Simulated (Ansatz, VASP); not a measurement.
## Two plane-wave programs on TaNb3F2

File INCAR:

```
PREC = Accurate ; ENCUT = 600
EDIFF = 1E-6 ; ISMEAR = 0
SIGMA = 0.1 ; LREAL = F
LASPH = T ; NELM = 120
ALGO = Normal ; ISIF = 2
LWAVE = F ; LCHARG = F
GGA = PE ; NBANDS = 42
GGA_COMPAT = F
```

File KPOINTS:

```
regular mesh
0
Gamma
  6 6 6
```

The input POSCAR:

```
TaNb3F2
1.0
    2.6207755400      1.5131054700      3.8298234200
   -2.6207755400      1.5131054700      3.8298234200
    0.0000000000     -3.0262109300      3.8298234200
Ta Nb F
1 3 2
Direct
    0.0000000000      0.0000000000      0.0000000000
    0.0000000000      0.5000000000      0.0000000000
    0.5000000000      0.0000000000      0.0000000000
    0.0000000000      0.0000000000      0.5000000000
    0.6285859900      0.6285859900      0.6285859900
    0.3714140100      0.3714140100      0.3714140100
```

Input for Ansatz:

```yaml
crystal:
  lattice:
    - [2.62077554, 1.51310547, 3.82982342]
    - [-2.62077554, 1.51310547, 3.82982342]
    - [0.0, -3.02621093, 3.82982342]
  atoms:
    - { symbol: Ta, position: [0.0, 0.0, 0.0] }
    - { symbol: Nb, position: [0.0, 0.5, 0.0] }
    - { symbol: Nb, position: [0.5, 0.0, 0.0] }
    - { symbol: Nb, position: [0.0, 0.0, 0.5] }
    - { symbol: F, position: [0.62858599, 0.62858599, 0.62858599] }
    - { symbol: F, position: [0.37141401, 0.37141401, 0.37141401] }
basis:
  ecutwfc: 420
kpoints:
  mp_grid: { grid: [6, 6, 6] }
hamiltonian:
  xc: pbe
scf:
  occupations: { method: gaussian, width: 0.1 }
  lower_state_search: "off"
output:
  forces: true
  stress: true
  eigenvalues: true
```

Change from the starting cell: species swapped into the Y2AlCo3 type (R-3m, No. 166).

Alike in both runs: task single point; functional PBE; k mesh 6 × 6 × 6; occupations gaussian, width 0.1 eV; no spin polarisation.

|  | VASP | Ansatz |
| --- | --- | --- |
| version | VASP 6.6.1 | Ansatz 0.2.0 |
| potentials or method | VASP PAW PBE potentials, release 64 (Ta_sv_GW, Nb_sv, F), cutoff 600 eV | scalar-relativistic, plane waves, PAW |
| valence electrons in the cell | 66 | 66 |

|  | VASP | Ansatz | Ansatz less VASP |
| --- | --- | --- | --- |
| gap on the k mesh at the Fermi level (eV) | none | none | - |
| rms of the force components (eV/Å) | 0.090 | 0.090 | +0.0003 |

Atom by atom the forces differ by 0.000 eV/Å (rms over components). A gap of «none» marks a metal or a gap that the smearing closes. With one functional, cell and mesh, what is left measures potentials, basis and numerics.

Spin-orbit coupling is off throughout.
